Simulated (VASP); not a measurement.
# Ru3S (Pm-3m) in VASP: notebook, part 2 of 2

VASP 6.6.1.

## Step 4: Single point, PBE, collinear spin, ferromagnetic start

This run uses another cell than the first one, of 14.65 Å³/atom.

Input file INCAR:

```
PREC = Accurate
ENCUT = 520
EDIFF = 1E-6
ISMEAR = 0
SIGMA = 0.1
LREAL = F
LASPH = T
NELM = 150
ALGO = Normal
ISIF = 2
LWAVE = F
LCHARG = T
ISPIN = 2
MAGMOM = 1 1 1 0
LORBIT = 11
LMAXMIX = 4
GGA = PE
LELF = T
LVHAR = T
NBANDS = 36
```

Input file KPOINTS:

```
regular mesh
0
Gamma
  6 6 6
```

Input file POSCAR:

```
Ru3S
1.0
    3.8839316487      0.0000000000      0.0000000000
    0.0000000000      3.8839316487      0.0000000000
    0.0000000000      0.0000000000      3.8839316487
Ru S
3 1
Direct
    0.0000000000      0.5000000000      0.5000000000
    0.5000000000      0.0000000000      0.5000000000
    0.5000000000      0.5000000000      0.0000000000
    0.0000000000      0.0000000000      0.0000000000
```

Potentials or basis: VASP PAW PBE potentials, release 64 (Ru_pv, S).

Started as:

```
$ cat potpaw_PBE.64/Ru_pv/POTCAR potpaw_PBE.64/S/POTCAR > POTCAR
$ mpirun -np 1 vasp_std > vasp.out
```

OUTCAR:

```text
PREC = Accurate
   ENCUT = 520
   EDIFF = 1E-6
   ISMEAR = 0
   LREAL = F
   LASPH = T
   NELM = 150
   ISIF = 2
   ISPIN = 2
   LORBIT = 11
   GGA = PE

 ion  position               nearest neighbor table
   1  0.000  0.500  0.500-   2 2.75   3 2.75   4 2.75   3 2.75   4 2.75   2 2.75   4 2.75   4 2.75
                             2 2.75   3 2.75   3 2.75   2 2.75
   2  0.500  0.000  0.500-   1 2.75   3 2.75   4 2.75   3 2.75   4 2.75   1 2.75   3 2.75   3 2.75
                             1 2.75   4 2.75   4 2.75   1 2.75
[... 1789 lines left out ...]
     3.883931649  0.000000000  0.000000000     0.257471060  0.000000000  0.000000000
     0.000000000  3.883931649  0.000000000     0.000000000  0.257471060  0.000000000
     0.000000000  0.000000000  3.883931649     0.000000000  0.000000000  0.257471060

 POSITION                                       TOTAL-FORCE (eV/Angst)
 -----------------------------------------------------------------------------------
      0.00000      1.94197      1.94197         0.000000      0.000000      0.000000
      1.94197      0.00000      1.94197         0.000000      0.000000      0.000000
      1.94197      1.94197      0.00000         0.000000      0.000000      0.000000
      0.00000      0.00000      0.00000         0.000000      0.000000      0.000000
 -----------------------------------------------------------------------------------
    total drift:                                0.000000      0.000000     -0.000000

  FREE ENERGIE OF THE ION-ELECTRON SYSTEM (eV)
  ---------------------------------------------------
  free  energy   TOTEN  =       -29.1905967602 eV

  energy  without entropy=      -29.1578816585  energy(sigma->0) =      -29.17423921

 total charge

# of ion       s       p       d       tot
------------------------------------------
    1        0.314   6.193   6.036  12.543
    2        0.314   6.193   6.036  12.543
    3        0.314   6.193   6.036  12.543
    4        1.403   2.022   0.000   3.425
--------------------------------------------------
tot          2.345  20.599  18.108  41.053

 magnetization (x)

# of ion       s       p       d       tot
------------------------------------------
    1        0.001   0.003   0.194   0.197
    2        0.001   0.003   0.194   0.197
    3        0.001   0.003   0.194   0.197
    4       -0.001  -0.014   0.000  -0.015
--------------------------------------------------
tot          0.002  -0.006   0.582   0.577
```

OSZICAR:

```text
N       E                     dE             d eps       ncg     rms          rms(c)
DAV:   1     0.530508363265E+03    0.53051E+03   -0.27602E+04  2880   0.139E+03
DAV:   2    -0.126879214452E+02   -0.54320E+03   -0.52061E+03  3004   0.443E+02
DAV:   3    -0.298299683999E+02   -0.17142E+02   -0.16486E+02  3244   0.822E+01
DAV:   4    -0.300457865932E+02   -0.21582E+00   -0.21518E+00  3336   0.856E+00
DAV:   5    -0.300509706080E+02   -0.51840E-02   -0.51823E-02  3536   0.126E+00    0.238E+01
DAV:   6    -0.292661753126E+02    0.78480E+00   -0.25790E+00  3116   0.117E+01    0.100E+01
DAV:   7    -0.292010530588E+02    0.65122E-01   -0.21221E-01  3260   0.290E+00    0.511E+00
DAV:   8    -0.291919393695E+02    0.91137E-02   -0.10003E-01  3200   0.201E+00    0.204E+00
DAV:   9    -0.291911252453E+02    0.81412E-03   -0.51592E-03  3320   0.395E-01    0.674E-01
DAV:  10    -0.291906126762E+02    0.51257E-03   -0.31400E-03  3304   0.386E-01    0.173E-01
DAV:  11    -0.291905879222E+02    0.24754E-04   -0.89052E-05  3408   0.664E-02    0.713E-02
DAV:  12    -0.291905938332E+02   -0.59110E-05   -0.69171E-06  3548   0.168E-02    0.343E-02
DAV:  13    -0.291905972194E+02   -0.33863E-05   -0.24273E-06  2692   0.103E-02    0.866E-03
DAV:  14    -0.291905967602E+02    0.45928E-06   -0.72942E-07  1872   0.570E-03
   1 F= -.29190597E+02 E0= -.29174239E+02  d E =-.327151E-01  mag=     0.6090
```

Run time: 1.9 min. Hardware: 1 thread of Oxide Virtual Turin-like, shared host; peak memory 0.19 GiB.

What came out:

* Free energy: -29.1906 eV
* Pressure: -12.5 GPa
* Net moment: 0.61 μB per cell
* Site moments: Ru +0.20; S -0.01 μB
* Valence electrons inside the program's atomic spheres: Ru 12.54; S 3.42

Caveat: the cell stands under tension; a moment this small can come from the mesh or the smearing.

## Step 5: Overview

| spin | cell | k mesh | gap on the mesh (eV) | pressure (GPa) | moment (μB) |
| --- | --- | --- | --- | --- | --- |
| collinear, ferromagnetic start | a = 3.798 Å, 4 atoms | 4 × 4 × 4 | none | 0.0 | 0.00 |
| off | a = 3.798 Å, 4 atoms | 12 × 12 × 12 | none | 0.0 | - |
| collinear, ferromagnetic start | a = 3.884 Å, 4 atoms | 6 × 6 × 6 | none | -12.5 | 0.61 |

Alike in all rows: task single point; level PBE; potentials or basis VASP PAW PBE potentials, release 64 (Ru_pv, S); cutoff (eV) 520; smearing gaussian 0.1 eV.

Caveats: some runs use coarse meshes; the cell stands under tension (at least some runs); a moment this small can come from the mesh or the smearing (at least some runs).

Total energies depend on the potentials used, so only differences within one code and one set of settings carry meaning.
